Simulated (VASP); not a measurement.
Set up this calculation in VASP 6.6.1, as the native input.

```
Task                   : single point
Functional             : LDA
Potentials or basis    : VASP PAW LDA potentials, release 64 (Sn_d, O)
Cutoff                 : 520 eV
k mesh                 : 10 × 10 × 8
Occupations            : gaussian, width 0.15 eV
Spin                   : no spin polarisation
Dipole correction      : no
Further INCAR settings : ALGO = Normal; EDIFF = 1e-06; NBANDS = 28
```

The structure of SnO lies in POSCAR:

```
SnO
1.0
    4.0306000000      0.0000000000      0.0000000000
    0.0000000000      4.0306000000      0.0000000000
    0.0000000000      0.0000000000      4.0967000000
Sn O
2 2
Direct
    0.0000000000      0.5000000000      0.2457459271
    0.5000000000      0.0000000000      0.7542540729
    0.0000000000      0.0000000000      0.0000000000
    0.5000000000      0.5000000000      0.0000000000
```

One way to write it, as run:

INCAR

```
PREC     = Accurate       # precision mode
ENCUT    = 520            # plane-wave cutoff, eV
EDIFF    = 1E-6           # SCF threshold, eV
ISMEAR   = 0              # smearing method
SIGMA    = 0.15           # smearing width, eV
LREAL    = F              # projectors in reciprocal space
LASPH    = T              # aspherical terms in the spheres
NELM     = 60             # most SCF steps
ALGO     = Normal         # electronic algorithm
ISIF     = 2              # what is computed and relaxed
LWAVE    = F              # write WAVECAR
LCHARG   = F              # write CHGCAR
NBANDS   = 28             # bands
```

KPOINTS

```
regular mesh
0
Gamma
  10 10 8
```

Potentials or basis: VASP PAW LDA potentials, release 64 (Sn_d, O).

Launch:

```console
$ cat potpaw_LDA.64/Sn_d/POTCAR potpaw_LDA.64/O/POTCAR > POTCAR
$ mpirun -np 1 vasp_std > vasp.out
```

Results of the run:

```
Pressure               : -3.6 GPa
Largest force          : 0.330 eV/Å
Band gap on the k mesh : 0.66 eV (least direct gap 1.27 eV)
```

Caveat: the cell stands under tension; spin-orbit coupling is left out, which moves the levels of the heavy elements.

Run time: 2.7 min on 1 thread of Intel(R) Xeon(R) Platinum 8559C (Emerald Rapids), with other jobs on the host, peak memory 0.26 GiB.
